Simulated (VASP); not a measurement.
# Hg (R-3m) in VASP: a series of runs, part 2 of 2

VASP 6.6.1.

## Step 3: Relaxation of cell and atoms, PBE+D3(BJ)

This run uses another cell than the first one, of 29.52 Å³/atom.

Contents of INCAR:

```
ALGO = Normal
EDIFF = 1E-7
EDIFFG = -0.005
ENCUT = 600
GGA = PE
IBRION = 2
ISIF = 3
ISMEAR = 0
IVDW = 12
LASPH = True
LCHARG = False
LREAL = False
LWAVE = False
NELM = 60
NSW = 70
PREC = Accurate
SIGMA = 0.1
```

Contents of KPOINTS:

```
k-points
0
Gamma
  12 12 12
```

Contents of POSCAR:

```
Hg
1.0
    2.1071215123      1.2165471723      1.9192242354
   -2.1071215123      1.2165471723      1.9192242354
    0.0000000000     -2.4330943447      1.9192242354
Hg
1
Direct
    0.0000000000      0.0000000000      0.0000000000
```

Potentials or basis: VASP PAW PBE potentials, release 64 (Hg).

Run with:

```
> cat potpaw_PBE.64/Hg/POTCAR > POTCAR
> mpirun -np 1 vasp_std > vasp.out
```

OUTCAR:

```text
EDIFF = 1E-7
   EDIFFG = -0.005
   ENCUT = 600
   GGA = PE
   IBRION = 2
   ISIF = 3
   ISMEAR = 0
   IVDW = 12
   LASPH = True
   LREAL = False
   NELM = 60
   NSW = 70
   PREC = Accurate
 IVDW          = 12

 ion  position               nearest neighbor table
   1  0.000  0.000  0.000-

  LATTYP: Found a trigonal (rhomboedric) cell.
 ALAT       =     3.0989304213
 COS(alpha) =     0.0753326841

  Lattice vectors:

 A1 = (   2.1071215123,   1.2165471723,   1.9192242354)
 A2 = (  -2.1071215123,   1.2165471723,   1.9192242354)
 A3 = (   0.0000000000,  -2.4330943447,   1.9192242354)

Analysis of symmetry for initial positions (statically):
=====================================================================
 Subroutine PRICEL returns:
 Original cell was already a primitive cell.

 Routine SETGRP: Setting up the symmetry group for a
 trigonal (rhombohedral) supercell.

 Subroutine GETGRP returns: Found 12 space group operations
 (whereof 12 operations were pure point group operations)
 out of a pool of 12 trial point group operations.

The static configuration has the point symmetry D_3d.

Analysis of symmetry for dynamics (positions and initial velocities):
=====================================================================
 Subroutine PRICEL returns:
 Original cell was already a primitive cell.

 Routine SETGRP: Setting up the symmetry group for a
 trigonal (rhombohedral) supercell.

 Subroutine GETGRP returns: Found 12 space group operations
 (whereof 12 operations were pure point group operations)
 out of a pool of 12 trial point group operations.

The dynamic configuration has the point symmetry D_3d.

 Subroutine INISYM returns: Found 12 space group operations
 (whereof 12 operations are pure point group operations),
 and found     1 'primitive' translations

----------------------------------------------------------------------------------------

                                     Primitive cell

  volume of cell :      29.5186

  direct lattice vectors                    reciprocal lattice vectors
     2.107121512  1.216547172  1.919224235     0.237290539  0.136999757  0.173681286
    -2.107121512  1.216547172  1.919224235    -0.237290539  0.136999757  0.173681286
     0.000000000 -2.433094345  1.919224235     0.000000000 -0.273999513  0.173681286

  length of vectors
     3.098930421  3.098930421  3.098930421     0.324408573  0.324408573  0.324408573

  position of ions in fractional coordinates (direct lattice)
     0.000000000  0.000000000  0.000000000

  ion indices of the primitive-cell ions
   primitive index   ion index
                 1           1

----------------------------------------------------------------------------------------

 KPOINTS: k-points

Automatic generation of k-mesh.
 Grid dimensions read from file:
 generate k-points for:   12   12   12

 Generating k-lattice:

  Cartesian coordinates                     Fractional coordinates (reciprocal lattice)
     0.019774212  0.011416646  0.014473441     0.083333333  0.000000000  0.000000000
    -0.019774212  0.011416646  0.014473441     0.000000000  0.083333333  0.000000000
     0.000000000 -0.022833293  0.014473440     0.000000000  0.000000000  0.083333333

  Length of vectors
     0.027034048  0.027034048  0.027034048

  Shift w.r.t. Gamma in fractional coordinates (k-lattice)
     0.000000000  0.000000000  0.000000000
[... 35 lines left out ...]
   total plane-waves  NPLWV =  21952
   dimension x,y,z NGX =    28 NGY =   28 NGZ =   28
   dimension x,y,z NGXF=    56 NGYF=   56 NGZF=   56
   ions per type =               1
   NGX,Y,Z   is equivalent  to a cutoff of  15.02, 15.02, 15.02 a.u.
   NGXF,Y,Z  is equivalent  to a cutoff of  30.04, 30.04, 30.04 a.u.
 SYSTEM =  unknown system
   PREC   = accura    normal or accurate (medium, high low for compatibility)
   ISTART =      0    job   : 0-new  1-cont  2-samecut
   ICHARG =      2    charge: 1-file 2-atom 10-const
   ISPIN  =      1    spin polarized calculation?
   LNONCOLLINEAR =      F non collinear calculations
   LSORBIT =      F    spin-orbit coupling
   LASPH  =      T    aspherical Exc in radial PAW
   ENCUT  =  600.0 eV  44.10 Ry    6.64 a.u.   6.19  6.19  6.19*2*pi/ulx,y,z
   NELM   =     60;   NELMIN=  2; NELMDL= -5     # of ELM steps
   EDIFF  = 0.1E-06   stopping-criterion for ELM
   LREAL  =      F    real-space projection
   EDIFFG = -.5E-02   stopping-criterion for IOM
   NSW    =     70    number of steps for IOM
   IBRION =      2    ionic relax: 0-MD 1-quasi-New 2-CG
   NFREE  =      1    steps in history (QN), initial steepest desc. (CG)
   ISIF   =      3    stress and relaxation
   ISYM   =      2    0-nonsym 1-usesym 2-fastsym
   POTIM  = 0.5000    time-step for ionic-motion
   TEBEG  =    0.0;   TEEND  =   0.0 temperature during run
   PSTRESS=    0.0 pullay stress
   NELECT =      12.0000    total number of electrons
   NUPDOWN=      -1.0000    fix difference up-down
   EMIN   =  10.00;   EMAX   =-10.00  energy-range for DOS
   EFERMI =   0.00;   METHOD = LEGACY
   ISMEAR =     0;   SIGMA  =   0.10  broadening in eV -4-tet -1-fermi 0-gaus
   EFERMI_NEDOS =   21; number of points for ismear=-14 and -15
   IALGO  =     38    algorithm
   IMIX   =      4    mixing-type and parameters
     AMIX     =   0.40;   BMIX     =  1.00
     AMIX_MAG =   1.60;   BMIX_MAG =  1.00
  volume/ion in A,a.u.               =      29.52       199.20
  Fermi-wavevector in a.u.,A,eV,Ry     =   1.212747  2.291759 20.010828  1.470754
  Thomas-Fermi vector in A             =   2.348221
   LORBIT       =      0    0 simple, 1 ext, 2 COOP (PROOUT), +10 PAW based schemes
   GGA     = PE    functional components
   LHFCALC =     F    Hartree Fock is set to
   AEXX    =    0.0000 exact exchange contribution
   IVDW    =    12    specifies the selected vdW correction
   LEPSILON=     F    determine dielectric tensor
   LRPA    =     F    only Hartree local field effects (RPA)
 conjugate gradient relaxation of ions
 non-spin polarized calculation
 Gauss-broadening in eV      SIGMA  =   0.10
  energy-cutoff  :      600.00
  volume of cell :       29.52
 maximum number of plane-waves:      1007
 NGX is ok and might be reduce to    28
   NGX = 13   NGY = 13   NGZ = 13

--------------------------------------- Ionic step        1  -------------------------------------------

 number of electron      12.0000002 magnetization

 Free energy of the ion-electron system (eV)
  ---------------------------------------------------
  ext. energy  EPLUGINS =         0.00000000
  ---------------------------------------------------
  free energy    TOTEN  =        -0.16385212 eV

  energy without entropy =       -0.16242093  energy(sigma->0) =       -0.16313653

------------------------ aborting loop because EDIFF is reached ----------------------------------------

 Edisp (eV)   -0.35776

 E8    (eV) :    -0.1638
[... 69 lines left out ...]
--------------------------------------- Ionic step        3  -------------------------------------------

 number of electron      11.9999999 magnetization

 E-fermi :   1.8140     XC(G=0):  -9.9804

 val. band max:        1.8024560766   @ k =   0.5000   0.2500   0.0833
 cond. band min:       1.8278011706   @ k =  -0.4167   0.5000   0.1667
 fundamental gap:      0.0253450940
 Fermi energy:         1.8140348429

 k-point     1 :       0.0000    0.0000    0.0000
  band No.  band energies     occupation
      1      -6.4385      2.00000
      2      -6.0879      2.00000
      3      -6.0879      2.00000
      4      -4.1231      2.00000
      5      -4.1231      2.00000
      6      -4.0839      2.00000
      7      11.8583      0.00000
      8      11.8583      0.00000
      9      11.9615      0.00000
     10      15.3478      0.00000
[... 331 lines left out ...]
  FREE ENERGIE OF THE ION-ELECTRON SYSTEM (eV)
  ---------------------------------------------------
  free  energy   TOTEN  =        -0.5355715267 eV

  energy  without entropy=       -0.5336204792  energy(sigma->0) =       -0.53459600

[... ionic steps 4 to 18 ...]

--------------------------------------- Ionic step       19  -------------------------------------------

 number of electron      12.0000001 magnetization

------------------------ aborting loop because EDIFF is reached ----------------------------------------
[... 73 lines left out ...]
--------------------------------------- Ionic step       21  -------------------------------------------

 number of electron      12.0000000 magnetization

 Free energy of the ion-electron system (eV)
  ---------------------------------------------------
  ext. energy  EPLUGINS =         0.00000000
  ---------------------------------------------------
  free energy    TOTEN  =        -0.13699119 eV

  energy without entropy =       -0.13594335  energy(sigma->0) =       -0.13646727

 E-fermi :   2.1716     XC(G=0): -10.4356

 val. band max:        2.1553932503   @ k =  -0.4167   0.1667  -0.0000
 cond. band min:       2.2373141929   @ k =   0.5000   0.1667   0.0833
 fundamental gap:      0.0819209425
 Fermi energy:         2.1716074456

 k-point     1 :       0.0000    0.0000    0.0000
  band No.  band energies     occupation
      1      -6.3723      2.00000
      2      -5.2313      2.00000
      3      -5.2313      2.00000
      4      -4.0076      2.00000
      5      -3.9045      2.00000
      6      -3.9045      2.00000
      7      14.0336      0.00000
      8      14.0946      0.00000
      9      14.0946      0.00000
     10      18.2776      0.00000
[... 331 lines left out ...]
  FREE ENERGIE OF THE ION-ELECTRON SYSTEM (eV)
  ---------------------------------------------------
  free  energy   TOTEN  =        -0.5513923499 eV

  energy  without entropy=       -0.5503445034  energy(sigma->0) =       -0.55086843

 reached required accuracy - stopping structural energy minimisation
```

OSZICAR:

```text
N       E                     dE             d eps       ncg     rms          rms(c)
DAV:   1     0.774695155430E+02    0.77470E+02   -0.70174E+03  3916   0.125E+03
DAV:   2     0.113270707417E+01   -0.76337E+02   -0.71835E+02  3888   0.256E+02
DAV:   3    -0.188960400719E+00   -0.13217E+01   -0.13209E+01  4288   0.410E+01
[... 197 lines left out ...]
DAV:   3    -0.137480172553E+00    0.26412E-02   -0.42505E-03  4004   0.761E-01    0.244E-01
DAV:   4    -0.136982980026E+00    0.49719E-03   -0.91455E-04  3906   0.360E-01    0.293E-02
DAV:   5    -0.136990340679E+00   -0.73607E-05   -0.57065E-05  4034   0.927E-02    0.164E-02
DAV:   6    -0.136991224503E+00   -0.88382E-06   -0.83893E-07  3942   0.117E-02    0.324E-03
DAV:   7    -0.136991194620E+00    0.29883E-07   -0.29675E-07  2618   0.704E-03
  21 F= -.55139235E+00 E0= -.55086843E+00  d E =-.303606E-04
```

CONTCAR:

```text
Hg
   1.00000000000000
     1.7977112877462396    1.0379090958661017    2.2665668199801381
    -1.7977112877462387    1.0379090958661004    2.2665668199801381
    -0.0000000000000008   -2.0758181918359608    2.2665668199912155
  Hg
     1
Direct
     0.0000000000000000    0.0000000000000000    0.0000000000000000

  0.00000000E+00  0.00000000E+00  0.00000000E+00
```

Wall time 15 min (1 thread of Intel Xeon Platinum 8259CL at 2.50GHz (Skylake/Cascade Lake), shared host); peak memory 0.25 GiB.

What came out:

| Property | Result |
| --- | --- |
| Free energy | -0.5514 eV |
| Relaxed volume | 25.37 Å³/atom |
| Relaxed cell | a = 3.073 Å, b = 3.073 Å, c = 3.073 Å, α = 71.59°, β = 71.59°, γ = 71.59° |
| Space group after relaxing (to 0.1 Å) | R-3m (No. 166) |
| Energy gained by relaxing | 29.8 meV/atom |
| Ionic steps | 21 |
| Pressure after relaxing | 0.0 GPa |
| Band gap on the k mesh | zero (bands 6 and 7 overlap by 2.60 eV) |
| Dispersion energy per atom | -0.414 eV |

The path:
| step | energy change (eV) | largest force (eV/Å) | pressure (GPa) | volume (Å³) |
| --- | --- | --- | --- | --- |
| 1 | 0.0000 | 0.0000 | -1.79 | 29.52 |
| 2 | -0.0115 | 0.0000 | -0.81 | 28.13 |
| 3 | -0.0140 | 0.0000 | -0.13 | 27.31 |
| 4 | -0.0140 | 0.0000 | 0.01 | 27.15 |
| 5 | -0.0140 | 0.0000 | -0.04 | 27.20 |
| 6 | -0.0141 | 0.0000 | -0.02 | 27.19 |
| 7 | -0.0145 | 0.0000 | -0.01 | 27.16 |
| 8 | -0.0152 | 0.0000 | -0.02 | 27.09 |
| 9 | -0.0159 | 0.0000 | -0.04 | 26.95 |
| 10 | -0.0191 | 0.0000 | 0.05 | 26.59 |
| 11 | -0.0291 | 0.0000 | 0.00 | 25.60 |
| 12 | -0.0036 | 0.0000 | 3.60 | 22.74 |
| 13 | -0.0260 | 0.0000 | 0.30 | 24.80 |
| 14 | -0.0295 | 0.0000 | 0.08 | 25.44 |
| 15 | -0.0297 | 0.0000 | 0.13 | 25.30 |
| 16 | -0.0288 | 0.0000 | 0.20 | 25.06 |
| 17 | -0.0297 | 0.0000 | 0.14 | 25.25 |
| 18 | -0.0180 | 0.0000 | -1.48 | 26.73 |
| 19 | -0.0298 | 0.0000 | 0.05 | 25.30 |
| 20 | -0.0296 | 0.0000 | -0.19 | 25.61 |
| 21 | -0.0298 | 0.0000 | -0.02 | 25.37 |

Final structure:
```
CELL_PARAMETERS angstrom
1.79771 1.03791 2.26657
-1.79771 1.03791 2.26657
0.00000 -2.07582 2.26657
ATOMIC_POSITIONS crystal
Hg 0.00000 0.00000 0.00000
```

Levels at points of the mesh, in eV from the Fermi level:
```csv
k point,band 2,band 3,band 4,band 5,band 6,band 7,band 8,band 9,band 10
"(0.00, 0.00, 0.00)",-7.40,-7.40,-6.18,-6.08,-6.08,11.86,11.92,11.92,16.11
"(0.50, 0.00, 0.00)",-7.41,-6.20,-6.18,-5.84,-2.32,-1.59,12.08,12.15,17.15
"(0.50, 0.50, 0.00)",-7.58,-6.05,-5.90,-5.39,0.19,0.49,4.51,9.48,10.04
"(0.50, 0.50, 0.50)",-7.03,-7.03,-5.47,-5.47,0.29,1.26,8.68,8.68,10.88
```

Caveat: spin-orbit coupling is left out, which moves the levels of the heavy elements.

The gap in the log of VASP goes by the Fermi energy; the results here count the filled bands.